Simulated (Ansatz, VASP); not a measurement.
## Two plane-wave programs on CdS

```
Cd S
1.0
     0.00000    2.87151    2.87151
     2.87151    0.00000    2.87151
     2.87151    2.87151    0.00000
Cd S
1 1
Cartesian
  0.0000 0.0000 0.0000
  1.4358 1.4358 1.4358
```

Alike in both runs: task single point; functional PBE; k mesh 8 × 8 × 8; occupations gaussian, width 0.02 eV; no spin polarisation.

|  | VASP | Ansatz |
| --- | --- | --- |
| version | VASP 6.6.1 | Ansatz 0.2.0 |
| potentials or method | VASP PAW PBE potentials, release 64 (Cd, S), cutoff 520 eV | scalar-relativistic, plane waves, PAW |
| valence electrons in the cell | 18 | 26 |

```csv
,VASP,Ansatz,Ansatz less VASP
gap on the k mesh at the Fermi level (eV),1.25,1.24,-0.007
least direct gap on the mesh (eV),1.25,1.24,-0.007
pressure (GPa),6.7,6.3,-0.44
```

VASP's potentials hold 18 valence electrons a cell and Ansatz's 26, so a difference there can come from the potentials and not from the codes.
